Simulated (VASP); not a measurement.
# KMgH3 (Cmmm) in VASP: notebook

Runs on KMgH3. Level: LDA. Tasks: single point.

Everything below comes from runs of VASP 6.6.1. Logs are shortened: lines on timing, memory, paths and dates and some standing lists are left out, and cuts for length are marked.

## (1) The cell of the first run

It takes space group Cmmm (No. 65, orthorhombic). The conventional cell has a = 5.408 Å, b = 5.977 Å, c = 4.025 Å, α = 90.00°, β = 90.00°, γ = 90.00°. K (site symmetry mmm) has 12 H at 2.70 to 2.99 Å and 8 Mg at 3.37 to 3.60 Å within 3.7 Å. Mg (site symmetry mmm) has 6 H at 2.01 to 2.02 Å within 2.7 Å. Within 3.0 Å of H (site symmetry 2/m) lie 2 Mg at 2.02 Å and 8 H at 2.70 to 2.99 Å and 4 K at 2.85 Å. H (site symmetry mmm) has 2 Mg at 2.01 Å and 4 K at 2.70 to 2.99 Å and 8 H at 2.85 Å within 3.0 Å.

## (2) Single point, LDA (strain -0.1000 x Voigt [0, 0, 0, 0, 0, 1])

Input file INCAR:

```
SYSTEM = KMgH3
PREC     = Accurate       ! precision mode
ENCUT    = 520            ! plane-wave cutoff, eV
EDIFF    = 1E-6           ! SCF threshold, eV
ISMEAR   = 0              ! smearing method
SIGMA    = 0.05           ! smearing width, eV
LREAL    = .False.        ! projectors in reciprocal space
LASPH    = .True.         ! aspherical terms in the spheres
NELM     = 60             ! most SCF steps
ALGO     = Normal         ! electronic algorithm
ISIF     = 2              ! what is computed and relaxed
LWAVE    = .False.        ! write WAVECAR
LCHARG   = .False.        ! write CHGCAR
NBANDS   = 15             ! bands
```

Input file KPOINTS:

```
Automatic mesh
0
Gamma
  8 8 8
  0 0 0
```

Input file POSCAR:

```
KMgH3
1.0
    4.0250000000     -0.2012500000      0.0000000000
   -0.2012500000      4.0250000000      0.0000000000
    0.0000000000      0.0000000000      4.0250000000
K Mg H
1 1 3
Direct
    0.0000000000      0.0000000000      0.0000000000
    0.5000000000      0.5000000000      0.5000000000
    0.0000000000      0.5000000000      0.5000000000
    0.5000000000      0.0000000000      0.5000000000
    0.5000000000      0.5000000000      0.0000000000
```

Potentials or basis: VASP PAW LDA potentials, release 64 (K_sv, Mg, H).

Launch:

```console
$ cat potpaw_LDA.64/K_sv/POTCAR potpaw_LDA.64/Mg/POTCAR potpaw_LDA.64/H/POTCAR > POTCAR
$ mpirun -np 1 vasp_std > vasp.out
```

OUTCAR:

```text
SYSTEM = KMgH3
   PREC = Accurate
   ENCUT = 520
   EDIFF = 1E-6
   ISMEAR = 0
   LREAL = .False.
   LASPH = .True.
   NELM = 60
   ISIF = 2

 ion  position               nearest neighbor table
   1  0.000  0.000  0.000-   2 3.37   2 3.37   2 3.37   2 3.37   2 3.60   2 3.60   2 3.60   2 3.60

   2  0.500  0.500  0.500-   5 2.01   5 2.01   3 2.02   4 2.02   4 2.02   3 2.02   1 3.37   1 3.37
                             1 3.37   1 3.37   1 3.60   1 3.60   1 3.60   1 3.60
   3  0.000  0.500  0.500-   2 2.02   2 2.02
   4  0.500  0.000  0.500-   2 2.02   2 2.02
   5  0.500  0.500  0.000-   2 2.01   2 2.01

  LATTYP: Found a base centered orthorhombic cell.
 ALAT       =     5.4075991091
 B/A-ratio  =     1.1052631579
 C/A-ratio  =     0.7443229276

  Lattice vectors:

 A1 = (   4.0250000000,  -0.2012500000,   0.0000000000)
 A2 = (  -0.2012500000,   4.0250000000,   0.0000000000)
 A3 = (   0.0000000000,   0.0000000000,   4.0250000000)

Analysis of symmetry for initial positions (statically):
=====================================================================
 Subroutine PRICEL returns:
 Original cell was already a primitive cell.

 Routine SETGRP: Setting up the symmetry group for a
 base centered orthorhombic supercell.

 Subroutine GETGRP returns: Found  8 space group operations
 (whereof  8 operations were pure point group operations)
 out of a pool of  8 trial point group operations.

The static configuration has the point symmetry D_2h.

Analysis of symmetry for dynamics (positions and initial velocities):
=====================================================================
 Subroutine PRICEL returns:
 Original cell was already a primitive cell.

 Routine SETGRP: Setting up the symmetry group for a
 base centered orthorhombic supercell.

 Subroutine GETGRP returns: Found  8 space group operations
 (whereof  8 operations were pure point group operations)
 out of a pool of  8 trial point group operations.

The dynamic configuration has the point symmetry D_2h.

 Subroutine INISYM returns: Found  8 space group operations
 (whereof  8 operations are pure point group operations),
 and found     1 'primitive' translations

----------------------------------------------------------------------------------------

                                     Primitive cell

  volume of cell :      65.0445

  direct lattice vectors                    reciprocal lattice vectors
     4.025000000 -0.201250000  0.000000000     0.249069880  0.012453494  0.000000000
    -0.201250000  4.025000000  0.000000000     0.012453494  0.249069880  0.000000000
     0.000000000  0.000000000  4.025000000     0.000000000  0.000000000  0.248447205

  length of vectors
     4.030028109  4.030028109  4.025000000     0.249381023  0.249381023  0.248447205

  position of ions in fractional coordinates (direct lattice)
     0.000000000  0.000000000  0.000000000
     0.500000000  0.500000000  0.500000000
     0.000000000  0.500000000  0.500000000
     0.500000000  0.000000000  0.500000000
     0.500000000  0.500000000  0.000000000

  ion indices of the primitive-cell ions
   primitive index   ion index
                 1           1
                 2           2
                 3           3
                 4           4
                 5           5

----------------------------------------------------------------------------------------

 KPOINTS: Automatic mesh

Automatic generation of k-mesh.
 Grid dimensions read from file:
 generate k-points for:    8    8    8

 Generating k-lattice:

  Cartesian coordinates                     Fractional coordinates (reciprocal lattice)
     0.031133735  0.001556687  0.000000000     0.125000000  0.000000000  0.000000000
     0.001556687  0.031133735  0.000000000     0.000000000  0.125000000  0.000000000
     0.000000000  0.000000000  0.031055901     0.000000000  0.000000000  0.125000000

  Length of vectors
     0.031172628  0.031172628  0.031055901

  Shift w.r.t. Gamma in fractional coordinates (k-lattice)
     0.000000000  0.000000000  0.000000000

 Subroutine IBZKPT returns following result:
 ===========================================

 Found    105 irreducible k-points:

 Following reciprocal coordinates:
            Coordinates               Weight
  0.000000  0.000000  0.000000      1.000000
  0.125000  0.000000  0.000000      4.000000
  0.250000  0.000000  0.000000      4.000000
  0.375000 -0.000000  0.000000      4.000000
  0.500000  0.000000  0.000000      2.000000
  0.125000  0.125000  0.000000      2.000000
[... 16 lines left out ...]
  0.125000  0.000000  0.125000      8.000000
  0.250000  0.000000  0.125000      8.000000
 [... further k-points ...]
   k-points           NKPTS =    105   k-points in BZ     NKDIM =    105   number of bands    NBANDS=     15
   number of dos      NEDOS =    301   number of ions     NIONS =      5
   total plane-waves  NPLWV =  27000
   dimension x,y,z NGX =    30 NGY =   30 NGZ =   30
   dimension x,y,z NGXF=    60 NGYF=   60 NGZF=   60
   ions per type =               1   1   3
   NGX,Y,Z   is equivalent  to a cutoff of  12.38, 12.38, 12.39 a.u.
   NGXF,Y,Z  is equivalent  to a cutoff of  24.75, 24.75, 24.78 a.u.
 SYSTEM =  KMgH3
   PREC   = accura    normal or accurate (medium, high low for compatibility)
   ISTART =      0    job   : 0-new  1-cont  2-samecut
   ICHARG =      2    charge: 1-file 2-atom 10-const
   ISPIN  =      1    spin polarized calculation?
   LNONCOLLINEAR =      F non collinear calculations
   LSORBIT =      F    spin-orbit coupling
   LASPH  =      T    aspherical Exc in radial PAW
   ENCUT  =  520.0 eV  38.22 Ry    6.18 a.u.   7.49  7.49  7.48*2*pi/ulx,y,z
   NELM   =     60;   NELMIN=  2; NELMDL= -5     # of ELM steps
   EDIFF  = 0.1E-05   stopping-criterion for ELM
   LREAL  =      F    real-space projection
   EDIFFG = 0.1E-04   stopping-criterion for IOM
   NSW    =      0    number of steps for IOM
   IBRION =     -1    ionic relax: 0-MD 1-quasi-New 2-CG
   NFREE  =      0    steps in history (QN), initial steepest desc. (CG)
   ISIF   =      2    stress and relaxation
   ISYM   =      2    0-nonsym 1-usesym 2-fastsym
   POTIM  = 0.5000    time-step for ionic-motion
   TEBEG  =    0.0;   TEEND  =   0.0 temperature during run
   PSTRESS=    0.0 pullay stress
   NELECT =      14.0000    total number of electrons
   NUPDOWN=      -1.0000    fix difference up-down
   EMIN   =  10.00;   EMAX   =-10.00  energy-range for DOS
   EFERMI =   0.00;   METHOD = LEGACY
   ISMEAR =     0;   SIGMA  =   0.05  broadening in eV -4-tet -1-fermi 0-gaus
   EFERMI_NEDOS =   21; number of points for ismear=-14 and -15
   IALGO  =     38    algorithm
   IMIX   =      4    mixing-type and parameters
     AMIX     =   0.40;   BMIX     =  1.00
     AMIX_MAG =   1.60;   BMIX_MAG =  1.00
  volume/ion in A,a.u.               =      13.01        87.79
  Fermi-wavevector in a.u.,A,eV,Ry     =   0.981102  1.854013 13.096429  0.962560
  Thomas-Fermi vector in A             =   2.112083
   LORBIT       =      0    0 simple, 1 ext, 2 COOP (PROOUT), +10 PAW based schemes
   GGA     = CA    functional components
   LHFCALC =     F    Hartree Fock is set to
   AEXX    =    0.0000 exact exchange contribution
   IVDW    =     0    specifies the selected vdW correction
   LEPSILON=     F    determine dielectric tensor
   LRPA    =     F    only Hartree local field effects (RPA)
 non-spin polarized calculation
 Gauss-broadening in eV      SIGMA  =   0.05
  energy-cutoff  :      520.00
  volume of cell :       65.04
 maximum number of plane-waves:      1773
 NGX is ok and might be reduce to    30
   NGX = 15   NGY = 15   NGZ = 15

 number of electron      13.9999996 magnetization

 Free energy of the ion-electron system (eV)
  ---------------------------------------------------
  ext. energy  EPLUGINS =         0.00000000
  ---------------------------------------------------
  free energy    TOTEN  =       -15.01647308 eV

  energy without entropy =      -15.01647308  energy(sigma->0) =      -15.01647308

 E-fermi :   0.0216     XC(G=0):  -8.8181

 val. band max:       -0.2123365036   @ k =   0.0000   0.0000   0.5000
 cond. band min:       1.7425656898   @ k =   0.5000   0.5000   0.5000
 fundamental gap:      1.9549021934
 Fermi energy:         0.0215959008

 k-point     1 :       0.0000    0.0000    0.0000
  band No.  band energies     occupation
      1     -29.0017      2.00000
      2     -12.7259      2.00000
      3     -12.7066      2.00000
      4     -12.6762      2.00000
      5      -5.9107      2.00000
      6      -0.8088      2.00000
      7      -0.7077      2.00000
      8       5.2124      0.00000
      9       5.2326      0.00000
     10       5.2793      0.00000
     11       7.1667      0.00000
     12       7.6032      0.00000
     13       8.2111      0.00000
     14       8.6191      0.00000
     15       8.7126      0.00000

 k-point     2 :       0.1250    0.0000    0.0000
  band No.  band energies     occupation
      1     -28.9998      2.00000
      2     -12.7529      2.00000
      3     -12.7034      2.00000
      4     -12.6868      2.00000
      5      -5.7564      2.00000
      6      -1.0000      2.00000
      7      -0.7146      2.00000
      8       5.1446      0.00000
      9       5.1617      0.00000
     10       5.3376      0.00000
     11       6.9576      0.00000
     12       7.6825      0.00000
     13       8.2960      0.00000
     14       8.6048      0.00000
     15       8.6852      0.00000
[... 365 lines left out ...]
      3     -12.7388      2.00000
      4     -12.6835      2.00000
      5      -5.6097      2.00000
      6      -1.0976      2.00000
      7      -0.7980      2.00000
      8       4.6505      0.00000
      9       5.1575      0.00000
     10       6.0221      0.00000
     11       6.8007      0.00000
     12       7.3601      0.00000
     13       8.1399      0.00000
     14       8.5443      0.00000
     15       9.0890      0.00000

 k-point    24 :       0.2500    0.0000    0.1250
  band No.  band energies     occupation
      1     -28.9933      2.00000
      2     -12.8344      2.00000
      3     -12.7316      2.00000
      4     -12.6846      2.00000
      5      -5.1886      2.00000
      6      -1.6418      2.00000
      7      -0.7705      2.00000
      8       4.5133      0.00000
      9       5.0273      0.00000
     10       6.0332      0.00000
     11       6.6618      0.00000
     12       7.5155      0.00000
     13       7.9249      0.00000
     14       8.8612      0.00000
     15       9.4688      0.00000

 [... further k-points ...]

------------------------ aborting loop because EDIFF is reached ----------------------------------------

  FORCE on cell =-STRESS in cart. coord.  units (eV):
  Direction    XX          YY          ZZ          XY          YZ          ZX
  --------------------------------------------------------------------------------------
  -------------------------------------------------------------------------------------
  Total       -1.1842953     -1.1842953     -1.2695253      1.4943512      0.0000000      0.0000000
  in kB      -29.1715846    -29.1715846    -31.2709722     36.8088875      0.0000000      0.0000000
  external PRESSURE =     -29.8713804 kB  Pullay stress =       0.0000000 kB

 VOLUME and BASIS-vectors are now :
 -----------------------------------------------------------------------------
  energy-cutoff  :      520.00
  volume of cell :       65.04
      direct lattice vectors                 reciprocal lattice vectors
     4.025000000 -0.201250000  0.000000000     0.249069880  0.012453494  0.000000000
    -0.201250000  4.025000000  0.000000000     0.012453494  0.249069880  0.000000000
     0.000000000  0.000000000  4.025000000     0.000000000  0.000000000  0.248447205

 POSITION                                       TOTAL-FORCE (eV/Angst)
 -----------------------------------------------------------------------------------
      0.00000      0.00000      0.00000        -0.000000      0.000000      0.000000
      1.91188      1.91188      2.01250         0.000000      0.000000      0.000000
     -0.10063      2.01250      2.01250         0.000000      0.000000      0.000000
      2.01250     -0.10063      2.01250        -0.000000      0.000000      0.000000
      1.91188      1.91188      0.00000        -0.000000      0.000000      0.000000
 -----------------------------------------------------------------------------------
    total drift:                               -0.000000      0.000000     -0.000000

  FREE ENERGIE OF THE ION-ELECTRON SYSTEM (eV)
  ---------------------------------------------------
  free  energy   TOTEN  =       -15.0164730843 eV

  energy  without entropy=      -15.0164730843  energy(sigma->0) =      -15.01647308
```

Run time: 2.4 min. Hardware: 1 thread of AMD EPYC 7R43 (Zen 3), shared host; peak memory 0.19 GiB.

What came out:

```
Free energy            : -15.0165 eV
Pressure               : -3.0 GPa
Band gap on the k mesh : 1.95 eV (least direct gap 3.84 eV)
```

Levels at points of the mesh, in eV from the valence-band top:
```tsv
k point	band 4	band 5	band 6	band 7	band 8	band 9	band 10	band 11
(0.00, 0.00, 0.00)	-12.46	-5.70	-0.60	-0.50	5.42	5.44	5.49	7.38
(0.50, 0.00, 0.00)	-12.47	-3.98	-2.94	-0.07	4.73	4.96	5.70	7.31
(0.50, 0.50, 0.00)	-12.45	-3.11	-2.38	-1.68	3.15	5.98	6.41	6.62
(0.00, 0.00, 0.50)	-12.44	-4.00	-2.96	0.00	4.75	5.29	5.51	6.98
(0.50, 0.00, 0.50)	-12.45	-3.07	-2.05	-2.05	3.21	5.45	6.53	7.10
(0.50, 0.50, 0.50)	-12.63	-2.53	-2.26	-1.88	1.95	4.88	5.36	5.80
```

Caveat: the cell differs from its parent crystal (strain -0.1000 x Voigt [0, 0, 0, 0, 0, 1]).

[end of part 1 of 2]
